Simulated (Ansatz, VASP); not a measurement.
Cl: VASP beside Ansatz

The input INCAR:

```
  PREC = Accurate
  ENCUT = 600
  EDIFF = 1E-6
  ISMEAR = 0
  SIGMA = 0.1
  LREAL = F
  LASPH = T
  NELM = 100
  ALGO = Normal
  ISIF = 3
  LWAVE = F
  LCHARG = F
  GGA = PE
  IBRION = 2
  NSW = 90
  EDIFFG = -0.04
```

KPOINTS

```
regular mesh
0
Gamma
  6 6 4
```

Contents of POSCAR:

```
Cl
1.0
    4.0372900900      0.0000000000      0.0000000000
   -2.0186450500      3.4963957800      0.0000000000
    0.0000000000      0.0000000000      4.6181674300
Cl
2
Direct
    0.0000000000      0.0000000000      0.8113027500
    0.0000000000      0.0000000000      0.1886972500
```

Input for Ansatz:

```yaml
crystal:
  lattice:
    - [4.03729009, 0.0, 0.0]
    - [-2.01864505, 3.49639578, 0.0]
    - [0.0, 0.0, 4.61816743]
  atoms:
    - { symbol: Cl, position: [0.0, 0.0, 0.81130275] }
    - { symbol: Cl, position: [0.0, 0.0, 0.18869725] }
basis:
  ecutwfc: 420
kpoints:
  mp_grid: { grid: [6, 6, 4] }
hamiltonian:
  xc: pbe
scf:
  occupations: { method: gaussian, width: 0.1 }
  lower_state_search: "off"
output:
  forces: true
  stress: true
  eigenvalues: true
relax:
  adjacent_minimum: "off"
  f_tol: 0.04
  max_steps: 70
  cell: { stress_tol: 0.4 }
```

Alike in both runs: task relaxation of cell and atoms; functional PBE; k mesh 6 × 6 × 4; occupations gaussian, width 0.1 eV; no spin polarisation.

|  | VASP | Ansatz |
| --- | --- | --- |
| version | VASP 6.6.1 | Ansatz 0.2.0 |
| potentials or method | VASP PAW PBE potentials, release 64 (Cl), cutoff 600 eV | scalar-relativistic, plane waves, PAW |
| valence electrons in the cell | 14 | 14 |

|  | VASP | Ansatz | Ansatz less VASP |
| --- | --- | --- | --- |
| gap on the k mesh at the Fermi level, each at its own relaxed structure (eV) | 1.98 | 1.86 | -0.122 |
| relaxed volume (Å³/atom) | 45.12 | 46.76 | +1.646 |
| relaxed length of the cell vector where the two differ most in proportion (Å) | 4.269 | 4.393 | +0.1242 |

Noted on VASP's run: the volume moved by over 15 % at a fixed basis, so the end points are rough.
